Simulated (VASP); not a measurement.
# SnO2 (P6_3/mmc) in VASP: further runs, part 2 of 3

VASP 6.6.1.

### 3 Single point, r2SCAN

Contents of POSCAR:

```
SnO2
1.0
    3.2305760000      0.0000000000      0.0000000000
   -1.6152880000      2.7977610000      0.0000000000
    0.0000000000      0.0000000000     10.7905620000
Sn O
2 4
Direct
    0.0000000000      0.0000000000      0.5000000000
    0.0000000000      0.0000000000      0.0000000000
    0.6666666667      0.3333333333      0.4058620000
    0.6666666667      0.3333333333      0.0941380000
    0.3333333333      0.6666666667      0.5941380000
    0.3333333333      0.6666666667      0.9058620000
```

Contents of INCAR.step1:

```
PREC     = Accurate       # precision mode
ENCUT    = 520            # plane-wave cutoff, eV
ISMEAR   = 0              # smearing method
SIGMA    = 0.01           # smearing width, eV
LREAL    = False          # projectors in reciprocal space
LASPH    = True           # aspherical terms in the spheres
NELM     = 60             # most SCF steps
NBANDS   = 35             # bands
GGA      = PE             # functional
ALGO     = Normal         # electronic algorithm
EDIFF    = 1E-4           # SCF threshold, eV
LWAVE    = True           # write WAVECAR
LCHARG   = False          # write CHGCAR
```

Contents of INCAR.step2:

```
PREC     = Accurate       # precision mode
ENCUT    = 520            # plane-wave cutoff, eV
EDIFF    = 1E-6           # SCF threshold, eV
ISMEAR   = 0              # smearing method
SIGMA    = 0.01           # smearing width, eV
LREAL    = False          # projectors in reciprocal space
LASPH    = True           # aspherical terms in the spheres
NELM     = 60             # most SCF steps
ALGO     = Normal         # electronic algorithm
ISIF     = 2              # what is computed and relaxed
LWAVE    = False          # write WAVECAR
LCHARG   = False          # write CHGCAR
METAGGA  = R2SCAN         # meta-GGA
LMIXTAU  = True         
NBANDS   = 35             # bands
ISTART   = 1
```

Contents of KPOINTS:

```
Automatic mesh
0
Gamma
  6 6 1
```

Potentials or basis: VASP PAW PBE potentials, release 64 (Sn_d, O).

Started as:

```console
$ cat potpaw_PBE.64/Sn_d/POTCAR potpaw_PBE.64/O/POTCAR > POTCAR
$ cp INCAR.step1 INCAR
$ mpirun -np 1 vasp_std > vasp.out
$ cp INCAR.step2 INCAR
$ mpirun -np 1 vasp_std > vasp.out
```

OUTCAR:

```text
PREC = Accurate
   ENCUT = 520
   EDIFF = 1E-6
   ISMEAR = 0
   LREAL = False
   LASPH = True
   NELM = 60
   ISIF = 2
   METAGGA = R2SCAN
   ISTART = 1

 ion  position               nearest neighbor table
   1  0.000  0.000  0.500-   3 2.12   5 2.12   3 2.12   5 2.12   3 2.12   5 2.12
   2  0.000  0.000  0.000-   4 2.12   6 2.12   4 2.12   6 2.12   4 2.12   6 2.12
   3  0.667  0.333  0.406-   1 2.12   1 2.12   1 2.12
   4  0.667  0.333  0.094-   2 2.12   2 2.12   2 2.12
   5  0.333  0.667  0.594-   1 2.12   1 2.12   1 2.12
   6  0.333  0.667  0.906-   2 2.12   2 2.12   2 2.12

  LATTYP: Found a hexagonal cell.
 ALAT       =     3.2305760000
 C/A-ratio  =     3.3401356291

  Lattice vectors:

 A1 = (   3.2305760000,   0.0000000000,   0.0000000000)
 A2 = (  -1.6152880000,   2.7977610000,   0.0000000000)
 A3 = (   0.0000000000,   0.0000000000,  10.7905620000)

Analysis of symmetry for initial positions (statically):
=====================================================================
 Subroutine PRICEL returns:
 Original cell was already a primitive cell.

 Routine SETGRP: Setting up the symmetry group for a
 hexagonal supercell.

 Subroutine GETGRP returns: Found 24 space group operations
 (whereof 12 operations were pure point group operations)
 out of a pool of 24 trial point group operations.

The static configuration has the point symmetry D_3d.
 The point group associated with its full space group is D_6h.

Analysis of symmetry for dynamics (positions and initial velocities):
=====================================================================
 Subroutine PRICEL returns:
 Original cell was already a primitive cell.

 Routine SETGRP: Setting up the symmetry group for a
 hexagonal supercell.

 Subroutine GETGRP returns: Found 24 space group operations
 (whereof 12 operations were pure point group operations)
 out of a pool of 24 trial point group operations.

The dynamic configuration has the point symmetry D_3d.
 The point group associated with its full space group is D_6h.

 Subroutine INISYM returns: Found 24 space group operations
 (whereof 12 operations are pure point group operations),
 and found     1 'primitive' translations

----------------------------------------------------------------------------------------

                                     Primitive cell

  volume of cell :      97.5292

  direct lattice vectors                    reciprocal lattice vectors
     3.230576000  0.000000000  0.000000000     0.309542323  0.178714336  0.000000000
    -1.615288000  2.797761000  0.000000000     0.000000000  0.357428672  0.000000000
     0.000000000  0.000000000 10.790562000     0.000000000  0.000000000  0.092673579

  length of vectors
     3.230576000  3.230576100 10.790562000     0.357428683  0.357428672  0.092673579

  position of ions in fractional coordinates (direct lattice)
     0.000000000  0.000000000  0.500000000
     0.000000000  0.000000000  0.000000000
     0.666666667  0.333333333  0.405862000
     0.666666667  0.333333333  0.094138000
     0.333333333  0.666666667  0.594138000
     0.333333333  0.666666667  0.905862000

  ion indices of the primitive-cell ions
   primitive index   ion index
                 1           1
                 2           2
                 3           3
                 4           4
                 5           5
                 6           6

----------------------------------------------------------------------------------------

 KPOINTS: Automatic mesh

Automatic generation of k-mesh.
 Grid dimensions read from file:
 generate k-points for:    6    6    1

 Generating k-lattice:

  Cartesian coordinates                     Fractional coordinates (reciprocal lattice)
     0.051590387  0.029785723  0.000000000     0.166666667 -0.000000000  0.000000000
     0.000000000  0.059571445  0.000000000     0.000000000  0.166666667  0.000000000
     0.000000000  0.000000000  0.092673579     0.000000000  0.000000000  1.000000000

  Length of vectors
     0.059571447  0.059571445  0.092673579

  Shift w.r.t. Gamma in fractional coordinates (k-lattice)
     0.000000000  0.000000000  0.000000000

 Subroutine IBZKPT returns following result:
 ===========================================

 Found      7 irreducible k-points:

 Following reciprocal coordinates:
            Coordinates               Weight
  0.000000  0.000000  0.000000      1.000000
  0.166667  0.000000  0.000000      6.000000
  0.333333  0.000000  0.000000      6.000000
  0.500000  0.000000  0.000000      3.000000
  0.166667  0.166667  0.000000      6.000000
  0.333333  0.166667  0.000000     12.000000
  0.333333  0.333333  0.000000      2.000000
   k-points           NKPTS =      7   k-points in BZ     NKDIM =      7   number of bands    NBANDS=     35
   number of dos      NEDOS =    301   number of ions     NIONS =      6
   total plane-waves  NPLWV =  46080
   dimension x,y,z NGX =    24 NGY =   24 NGZ =   80
   dimension x,y,z NGXF=    48 NGYF=   48 NGZF=  160
   ions per type =               2   4
   NGX,Y,Z   is equivalent  to a cutoff of  12.35, 12.35, 12.33 a.u.
   NGXF,Y,Z  is equivalent  to a cutoff of  24.70, 24.70, 24.65 a.u.
 SYSTEM =  unknown system
   PREC   = accura    normal or accurate (medium, high low for compatibility)
   ISTART =      1    job   : 0-new  1-cont  2-samecut
   ICHARG =      0    charge: 1-file 2-atom 10-const
   ISPIN  =      1    spin polarized calculation?
   LNONCOLLINEAR =      F non collinear calculations
   LSORBIT =      F    spin-orbit coupling
   LASPH  =      T    aspherical Exc in radial PAW
   ENCUT  =  520.0 eV  38.22 Ry    6.18 a.u.   6.01  6.01 20.06*2*pi/ulx,y,z
   NELM   =     60;   NELMIN=  2; NELMDL=  0     # of ELM steps
   EDIFF  = 0.1E-05   stopping-criterion for ELM
   LREAL  =      F    real-space projection
[... 7 lines left out ...]
   TEBEG  =    0.0;   TEEND  =   0.0 temperature during run
   PSTRESS=    0.0 pullay stress
   NELECT =      52.0000    total number of electrons
   NUPDOWN=      -1.0000    fix difference up-down
   EMIN   =  10.00;   EMAX   =-10.00  energy-range for DOS
   EFERMI =   0.00;   METHOD = LEGACY
   ISMEAR =     0;   SIGMA  =   0.01  broadening in eV -4-tet -1-fermi 0-gaus
   EFERMI_NEDOS =   21; number of points for ismear=-14 and -15
   IALGO  =     38    algorithm
   IMIX   =      4    mixing-type and parameters
     AMIX     =   0.40;   BMIX     =  1.00
     AMIX_MAG =   1.60;   BMIX_MAG =  1.00
  volume/ion in A,a.u.               =      16.25       109.69
  Fermi-wavevector in a.u.,A,eV,Ry     =   1.327489  2.508591 23.976569  1.762228
  Thomas-Fermi vector in A             =   2.456798
   LORBIT       =      0    0 simple, 1 ext, 2 COOP (PROOUT), +10 PAW based schemes
   METAGGA = R2SCAN    functional components
   LHFCALC =     F    Hartree Fock is set to
   AEXX    =    0.0000 exact exchange contribution
   IVDW    =     0    specifies the selected vdW correction
   LEPSILON=     F    determine dielectric tensor
   LRPA    =     F    only Hartree local field effects (RPA)
 non-spin polarized calculation
 Gauss-broadening in eV      SIGMA  =   0.01
  energy-cutoff  :      520.00
  volume of cell :       97.53
 maximum number of plane-waves:      2670
   NGX = 13   NGY = 13   NGZ = 41

 number of electron      51.9999995 magnetization

 Free energy of the ion-electron system (eV)
  ---------------------------------------------------
  ext. energy  EPLUGINS =         0.00000000
  ---------------------------------------------------
  free energy    TOTEN  =       -83.11065533 eV

  energy without entropy =      -83.11065533  energy(sigma->0) =      -83.11065533

 E-fermi :   1.7127     XC(G=0):  -9.8097

 val. band max:        1.6579082554   @ k =   0.3333   0.1667   0.0000
 cond. band min:       4.2768160625   @ k =   0.0000   0.0000   0.0000
 fundamental gap:      2.6189078071
 Fermi energy:         1.7126599221

 k-point     1 :       0.0000    0.0000    0.0000
  band No.  band energies     occupation
      1     -18.9174      2.00000
      2     -18.9160      2.00000
      3     -18.6779      2.00000
      4     -18.6779      2.00000
      5     -18.6779      2.00000
      6     -18.6778      2.00000
[... 255 lines left out ...]
     34      12.7986      0.00000
     35      13.8256      0.00000

------------------------ aborting loop because EDIFF is reached ----------------------------------------

  FORCE on cell =-STRESS in cart. coord.  units (eV):
  Direction    XX          YY          ZZ          XY          YZ          ZX
  --------------------------------------------------------------------------------------
  -------------------------------------------------------------------------------------
  Total       -3.7390637     -3.7390641     -2.1324323     -0.0000000      0.0000000      0.0000000
  in kB      -61.4241016    -61.4241067    -35.0308920     -0.0000000      0.0000000      0.0000000
  external PRESSURE =     -52.6263668 kB  Pullay stress =       0.0000000 kB

 VOLUME and BASIS-vectors are now :
 -----------------------------------------------------------------------------
  energy-cutoff  :      520.00
  volume of cell :       97.53
      direct lattice vectors                 reciprocal lattice vectors
     3.230576000  0.000000000  0.000000000     0.309542323  0.178714336  0.000000000
    -1.615288000  2.797761000  0.000000000     0.000000000  0.357428672  0.000000000
     0.000000000  0.000000000 10.790562000     0.000000000  0.000000000  0.092673579

 POSITION                                       TOTAL-FORCE (eV/Angst)
 -----------------------------------------------------------------------------------
      0.00000      0.00000      5.39528         0.000000     -0.000000      0.000000
      0.00000      0.00000      0.00000         0.000000     -0.000000      0.000000
      1.61529      0.93259      4.37948        -0.000000      0.000000      0.558057
      1.61529      0.93259      1.01580         0.000000      0.000000     -0.558057
     -0.00000      1.86517      6.41108        -0.000000      0.000000     -0.558057
     -0.00000      1.86517      9.77476         0.000000     -0.000000      0.558057
 -----------------------------------------------------------------------------------
    total drift:                               -0.000000      0.000000      0.000000

  FREE ENERGIE OF THE ION-ELECTRON SYSTEM (eV)
  ---------------------------------------------------
  free  energy   TOTEN  =       -83.1106553284 eV

  energy  without entropy=      -83.1106553284  energy(sigma->0) =      -83.11065533
```

Run time: 71 s. Hardware: 1 thread of Intel Xeon Platinum 8488C (Sapphire Rapids), shared host; peak memory 0.21 GiB.

What came out:

```
Free energy            : -83.1107 eV
Pressure               : -5.3 GPa
Largest force          : 0.558 eV/Å
Band gap on the k mesh : 2.62 eV (least direct gap 2.99 eV)
```

Forces on the atoms (eV/Å):
```
Sn   0.000  0.000  0.000
Sn   0.000  0.000  0.000
O    0.000  0.000  0.558
O    0.000  0.000 -0.558
O    0.000  0.000 -0.558
O    0.000  0.000  0.558
```

Stress tensor (GPa, compression positive):
```
-6.14  0.00  0.00
 0.00 -6.14  0.00
 0.00  0.00 -3.50
```

Caveat: the k points lie up to 0.58 Å⁻¹ apart; the PAW data sets were made with another functional, which shifts forces and pressure a little; spin-orbit coupling is left out, which moves the levels of the heavy elements. A k mesh can miss the band edges.

(Part 2 of 3 ends here.)
